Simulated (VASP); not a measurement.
Set up this calculation in VASP 6.6.1, as the native input.

| Item | Value |
| --- | --- |
| Task | single point |
| Functional | PBE |
| Potentials or basis | VASP PAW PBE potentials, release 64 (Au) |
| Cutoff | 520 eV |
| k mesh | 10 × 10 × 10 |
| Occupations | gaussian, width 0.013 eV |
| Spin | no spin polarisation |
| Dipole correction | no |
| Further INCAR settings | ALGO = Fast; EDIFF = 1e-06; NBANDS = 12 |

The structure of Au lies in POSCAR:

```
Au
1.0
    2.7484100000      0.0000000000      0.0000000000
    0.0000000000      2.7484100000      0.0000000000
    0.0000000000      0.0000000000      2.7484100000
Au
1
Direct
    0.5000000000      0.5000000000      0.5000000000
```

The input as run:

INCAR

```
SYSTEM = Au
PREC = Accurate
ENCUT = 520
EDIFF = 1E-6
ISMEAR = 0
SIGMA = 0.013000000000000001
LREAL = .False.
LASPH = .True.
NELM = 60
ALGO = Fast
ISIF = 2
LWAVE = .False.
LCHARG = .False.
GGA = PE
NBANDS = 12
```

KPOINTS

```
Automatic mesh
0
Gamma
  10 10 10
  0 0 0
```

Potentials or basis: VASP PAW PBE potentials, release 64 (Au).

The run is started by

```sh
$ cat potpaw_PBE.64/Au/POTCAR > POTCAR
$ mpirun -np 1 vasp_std > vasp.out
```

Results of the run:

- Pressure: 0.0 GPa

It took 13 s on 1 thread of Intel Xeon 8259CL (shared host), peak memory 0.13 GiB.
